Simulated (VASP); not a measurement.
Input of a VASP 6.6.1 run:

The input INCAR:

```
  PREC = Accurate
  ENCUT = 520
  EDIFF = 1E-7
  ISMEAR = -1
  SIGMA = 0.05
  LREAL = F
  LASPH = T
  NELM = 80
  ALGO = Normal
  ISIF = 2
  LWAVE = F
  LCHARG = F
  GGA = PE
  NBANDS = 34
```

Contents of KPOINTS:

```
Automatic mesh
0
Gamma
  9 9 3
```

Contents of POSCAR:

```
Tc
1.0
    2.7393552909      0.0000000000      0.0000000000
   -1.3696776454      2.3723512719      0.0000000000
    0.0000000000      0.0000000000      8.9450781288
Tc
4
Direct
    0.6666666667      0.3333333333      0.7500000000
    0.0000000000      0.0000000000      0.5000000000
    0.3333333333      0.6666666667      0.2500000000
    0.0000000000      0.0000000000      0.0000000000
```

Potentials or basis: VASP PAW PBE potentials, release 64 (Tc_pv).

Command:

```bash
$ cat potpaw_PBE.64/Tc_pv/POTCAR > POTCAR
$ mpirun -np 1 vasp_std > vasp.out
```

Problem. Estimate the pressure.

Solution. -2.2 GPa.

Problem. Estimate the band gap on the k mesh.

Solution. Zero (bands 26 and 27 overlap by 2.74 eV).

Stress tensor (GPa, compression positive):
```
 0.69  0.00  0.00
 0.00  0.69  0.00
 0.00  0.00 -8.13
```
